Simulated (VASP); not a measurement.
Wanted: the native input for a VASP 6.6.1 run.

| Quantity | Value |
| --- | --- |
| Task | single point |
| Functional | PBE |
| Potentials or basis | VASP PAW PBE potentials, release 64 (Cu) |
| Cutoff | 520 eV |
| k mesh | 1 × 1 × 1 |
| Occupations | gaussian, width 0.05 eV |
| Spin | no spin polarisation |
| Dipole correction | no |
| Further INCAR settings | LREAL = Auto; ALGO = Normal; EDIFF = 1e-06; NBANDS = 192 |

The structure of Cu (a cell with a defect) lies in POSCAR:

```
Cu
1.0
    7.2600000000      0.0000000000      0.0000000000
    0.0000000000      7.2600000000      0.0000000000
    0.0000000000      0.0000000000      7.2600000000
Cu
31
Direct
    0.9963910000      0.2506090000      0.2482090000
    0.2514310000      0.0017320000      0.2440160000
    0.2432940000      0.2546480000      0.9966850000
    0.9963410000      0.0068270000      0.4995900000
    0.0046340000      0.2496740000      0.7519160000
    0.2451880000      0.0018580000      0.7550690000
    0.2503190000      0.2533230000      0.5023610000
    0.9939950000      0.5035570000      0.0012550000
    0.9972630000      0.7435400000      0.2550350000
    0.2496250000      0.5030140000      0.2552180000
    0.2529490000      0.7558000000      0.9985530000
    0.0041450000      0.4992370000      0.5060000000
    0.0052190000      0.7444550000      0.7449860000
    0.2461020000      0.5064120000      0.7491210000
    0.2517440000      0.7472590000      0.5001000000
    0.4984280000      0.9979460000      0.0011720000
    0.5011600000      0.2555680000      0.2525070000
    0.7559080000      0.0049090000      0.2567630000
    0.7523590000      0.2453590000      0.0049670000
    0.5064000000      0.0055740000      0.5009520000
    0.5029450000      0.2460210000      0.7545680000
    0.7510130000      0.9970380000      0.7439870000
    0.7548750000      0.2567470000      0.4943320000
    0.5041400000      0.4987670000      0.9951900000
    0.4971610000      0.7537020000      0.2551350000
    0.7437220000      0.5015780000      0.2437320000
    0.7530090000      0.7476720000      0.0052470000
    0.5066200000      0.5000750000      0.5068670000
    0.4973780000      0.7441730000      0.7513740000
    0.7435450000      0.4958320000      0.7487320000
    0.7515220000      0.7452640000      0.4936970000
```

One way to write it, as run:

INCAR

```
SYSTEM = Cu
PREC = Accurate ; ENCUT = 520
EDIFF = 1E-6 ; ISMEAR = 0
SIGMA = 0.05 ; LREAL = Auto
LASPH = .True. ; NELM = 120
ALGO = Normal ; ISIF = 2
LWAVE = .False. ; LCHARG = .False.
GGA = PE ; NBANDS = 192
GGA_COMPAT = .False.
```

KPOINTS

```
Automatic mesh
0
Gamma
  1 1 1
  0 0 0
```

Potentials or basis: VASP PAW PBE potentials, release 64 (Cu).

Launch:

```sh
$ cat potpaw_PBE.64/Cu/POTCAR > POTCAR
$ mpirun -np 1 vasp_gam > vasp.out
```

It gave:

The pressure is -0.6 GPa and the largest force is 0.554 eV/Å. The band gap on the k mesh is zero (an odd number of electrons rules out a gap without spin polarisation).

Caveat: the k points lie up to 0.87 Å⁻¹ apart, too coarse for converged energies and pressures of a metal.

Run time: 6.3 min on 1 thread of Intel(R) Xeon(R) Platinum 8259CL CPU @ 2.50GHz (Skylake/Cascade Lake) (shared host), peak memory 0.38 GiB.
